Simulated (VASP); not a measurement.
Here is a VASP 6.6.1 calculation.

INCAR

```
PREC = Accurate
ENCUT = 520
EDIFF = 1E-8
ISMEAR = -1
SIGMA = 0.08
LREAL = F
LASPH = T
NELM = 60
ALGO = Normal
ISIF = 2
LWAVE = F
LCHARG = F
GGA = PS
LEFG = T
NBANDS = 12
```

File KPOINTS:

```
regular mesh
0
Gamma
  13 13 13
```

The input POSCAR:

```
Nb
1.0
    0.0000000000      2.0864154149      2.0864154149
    2.0864154149      0.0000000000      2.0864154149
    2.0864154149      2.0864154149      0.0000000000
Nb
1
Direct
    0.0000000000      0.0000000000      0.0000000000
```

Potentials or basis: VASP PAW PBE potentials, release 64 (Nb_sv).

Launch:

```console
$ cat potpaw_PBE.64/Nb_sv/POTCAR > POTCAR
$ mpirun -np 1 vasp_std > vasp.out
```

Task: What does it give for the pressure?

Result: -0.3 GPa.

Caveat: without QUAD_EFG the Cq values of the log hold for a quadrupole moment of 1 mb, not for the nuclei; the PAW data sets were made with another functional, which shifts forces and pressure a little.
